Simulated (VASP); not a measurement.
Input of a VASP 6.6.1 run:

INCAR

```
SYSTEM = Al15SiCN15
PREC = Accurate ; ENCUT = 600
EDIFF = 1E-6 ; ISMEAR = -1
SIGMA = 0.05 ; LREAL = Auto
LASPH = .True. ; NELM = 120
ALGO = Normal ; ISIF = 2
LWAVE = .False. ; LCHARG = .False.
GGA = PS ; ISYM = 0
NBANDS = 246 ; GGA_COMPAT = .False.
```

The input KPOINTS:

```
Automatic mesh
0
Gamma
  1 1 1
  0.25 0.25 0.25
```

File POSCAR:

```
Al15SiCN15
1.0
    9.3479125005      0.0000000000      0.0000000000
    0.0000000000     10.7856129907      0.0000000000
    0.0000000000      0.0000000000      9.9736122324
Al Si N C
45 3 45 3
Direct
    0.1664180000      0.0829310000      0.2498340000
    0.1661140000      0.0838640000      0.7495470000
    0.9990410000      0.3326920000      0.2504990000
    0.0003530000      0.3327020000      0.7500660000
    0.5003530000      0.0842370000      0.2495720000
    0.5002990000      0.0835770000      0.7497710000
    0.3332260000      0.3325220000      0.2495280000
    0.3333270000      0.3341710000      0.7484790000
    0.1669070000      0.5818270000      0.2449350000
    0.1677660000      0.5814990000      0.7481680000
    0.9987520000      0.8350700000      0.2491630000
    0.0024860000      0.8314190000      0.7394820000
    0.8330350000      0.0806090000      0.2491990000
    0.8328920000      0.0836520000      0.7485090000
    0.6672150000      0.3332230000      0.2501330000
    0.6653270000      0.3335640000      0.7507720000
    0.5001930000      0.5827840000      0.2470490000
    0.4974320000      0.5814090000      0.7500440000
    0.3333480000      0.8337140000      0.2377760000
    0.3337300000      0.8340830000      0.7523390000
    0.8325910000      0.5838400000      0.2476910000
    0.6690900000      0.8347510000      0.2496110000
    0.6635030000      0.8337300000      0.7479290000
    0.0006820000      0.1636490000      0.4996170000
    0.9987380000      0.1660780000      0.0006620000
    0.3333930000      0.1680700000      0.5000800000
    0.3327320000      0.1654670000      0.9982950000
    0.1661230000      0.4168680000      0.4987730000
    0.1642110000      0.4142380000      0.0002130000
    0.9989340000      0.6638960000      0.4978600000
    0.6646410000      0.1658630000      0.5007110000
    0.6688660000      0.1665370000      0.0000030000
    0.5002060000      0.4185480000      0.4990840000
    0.5004970000      0.4145150000      0.0005840000
    0.3321780000      0.6679180000      0.4955390000
    0.3344070000      0.6675290000      0.9948740000
    0.1688810000      0.9165490000      0.4972910000
    0.1677620000      0.9172090000      0.9986950000
    0.8328210000      0.4167610000      0.4983150000
    0.8342640000      0.4155240000      0.9997840000
    0.6693170000      0.6655580000      0.4982620000
    0.6631620000      0.6701250000      0.9984320000
    0.4971710000      0.9177510000      0.4968810000
    0.5016440000      0.9190670000      0.0003670000
    0.8332070000      0.9148200000      0.9977850000
    0.8346370000      0.5835790000      0.7494610000
    0.0017210000      0.6677650000      0.9954210000
    0.8341540000      0.9146540000      0.5006110000
    0.9978140000      0.1665630000      0.1921330000
    0.9972850000      0.1677030000      0.6895420000
    0.3331410000      0.1663630000      0.1894140000
    0.3333880000      0.1673190000      0.6910270000
    0.1652420000      0.4143090000      0.1896660000
    0.1637780000      0.4140020000      0.6901150000
    0.9977070000      0.6661920000      0.1734040000
    0.9889390000      0.6578710000      0.6931940000
    0.6689230000      0.1671220000      0.1913790000
    0.6686160000      0.1684530000      0.6905780000
    0.5007640000      0.4147790000      0.1908840000
    0.5023370000      0.4142510000      0.6896080000
    0.3330050000      0.6623400000      0.1887090000
    0.1620740000      0.9184250000      0.1893580000
    0.1653140000      0.9202500000      0.6888080000
    0.8335130000      0.4181140000      0.1888370000
    0.8328120000      0.4267770000      0.6950360000
    0.6682510000      0.6680070000      0.1884090000
    0.6793060000      0.6606550000      0.6940580000
    0.5059060000      0.9187400000      0.1932580000
    0.5029560000      0.9195480000      0.6858160000
    0.8329500000      0.9165800000      0.1858870000
    0.8310360000      0.9167810000      0.6822940000
    0.1681860000      0.0859250000      0.4400180000
    0.1627300000      0.0858330000      0.9399990000
    0.9973140000      0.3311590000      0.4417590000
    0.9977650000      0.3326010000      0.9400660000
    0.4995720000      0.0853610000      0.4400050000
    0.5032350000      0.0876120000      0.9402760000
    0.3336200000      0.3348260000      0.4403780000
    0.3319940000      0.3346730000      0.9399670000
    0.1624010000      0.5811080000      0.4336820000
    0.1528480000      0.5833970000      0.9437580000
    0.9967660000      0.8227640000      0.9365740000
    0.8302000000      0.0740080000      0.4441500000
    0.8346270000      0.0808620000      0.9385920000
    0.6681090000      0.3322280000      0.4414810000
    0.6693370000      0.3338980000      0.9406610000
    0.5044640000      0.5844470000      0.4365950000
    0.5045490000      0.5786360000      0.9419840000
    0.3352360000      0.8348090000      0.4307990000
    0.8328910000      0.5806180000      0.4369550000
    0.8414360000      0.5877800000      0.9326610000
    0.6737220000      0.8373690000      0.4450110000
    0.6699390000      0.8339740000      0.9367160000
    0.3325250000      0.6659780000      0.6876450000
    0.9912380000      0.8347960000      0.4444690000
    0.3351960000      0.8360270000      0.9456100000
```

Potentials or basis: VASP PAW PBE potentials, release 64 (Al, Si, N, C).

Run with:

```bash
$ cat potpaw_PBE.64/Al/POTCAR potpaw_PBE.64/Si/POTCAR potpaw_PBE.64/N/POTCAR potpaw_PBE.64/C/POTCAR > POTCAR
$ mpirun -np 1 vasp_std > vasp.out
```

Question: What does it give for the pressure?

Answer: -0.1 GPa.

Question: What does it give for the largest force?

Answer: 0.041 eV/Å.

Question: Predict the band gap on the k mesh.

Answer: 3.43 eV.

Stress tensor (GPa, compression positive):
```
-0.11  0.04 -0.14
 0.04 -0.11  0.09
-0.14  0.09 -0.12
```

Caveat: the PAW data sets were made with another functional, which shifts forces and pressure a little; a shifted mesh leaves out Γ, where band edges can lie. A k mesh can miss the band edges.
